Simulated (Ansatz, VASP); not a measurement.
# HfSi31 in VASP and in Ansatz

```
Hf Si
1.0
     7.58960    0.00000    0.00000
    -3.79480    6.57279    0.00000
     0.00000    0.00000   12.70990
Hf Si
1 31
Direct
  0.99975 0.99947 0.41597
  0.99929 0.53006 0.40747
  0.53177 0.00058 0.40744
  0.46986 0.46817 0.40746
  0.00010 0.99951 0.90641
  0.00022 0.50295 0.90773
  0.50330 0.99951 0.90764
  0.49659 0.49622 0.90764
  0.00004 0.99950 0.09172
  0.99935 0.49934 0.09082
  0.50046 0.00033 0.09074
  0.50018 0.49891 0.09073
  0.00006 0.99953 0.61728
  0.00152 0.50565 0.59196
  0.50496 0.99817 0.59192
  0.49412 0.49490 0.59193
  0.14603 0.35226 0.33482
  0.20714 0.85404 0.33490
  0.66696 0.33294 0.34298
  0.64730 0.79249 0.33455
  0.33650 0.16412 0.84528
  0.33340 0.66626 0.84370
  0.83554 0.17148 0.84547
  0.82810 0.66298 0.84544
  0.16744 0.33512 0.15236
  0.16824 0.83211 0.15242
  0.66675 0.33289 0.15609
  0.66429 0.83130 0.15214
  0.34104 0.16543 0.65998
  0.33348 0.66622 0.65715
  0.83429 0.17462 0.66018
  0.82515 0.65865 0.66015
```

Alike in both runs: task single point; functional PBE; k mesh 3 × 3 × 1; occupations gaussian, width 0.05 eV; collinear spin.

```csv
,VASP,Ansatz
version,VASP 6.6.1,Ansatz 0.2.0
potentials or method,"VASP PAW PBE potentials, release 64 (Hf_pv, Si), cutoff 520 eV","scalar-relativistic, plane waves, PAW"
valence electrons in the cell,134,150
```

|  | VASP | Ansatz | Ansatz less VASP |
| --- | --- | --- | --- |
| gap on the k mesh at the Fermi level (eV) | 0.45 | 0.45 | -0.002 |
| rms of the force components (eV/Å) | 0.006 | 0.005 | -0.0003 |
| net moment per atom (μB) | 0.00 | 0.00 | 0.000 |

Atom by atom the forces differ by 0.002 eV/Å (rms over components). VASP's potentials hold 134 valence electrons a cell and Ansatz's 150, so a difference there can come from the potentials and not from the codes. Ansatz's warnings: seeded moment not kept.

Neither program's run includes spin-orbit coupling.
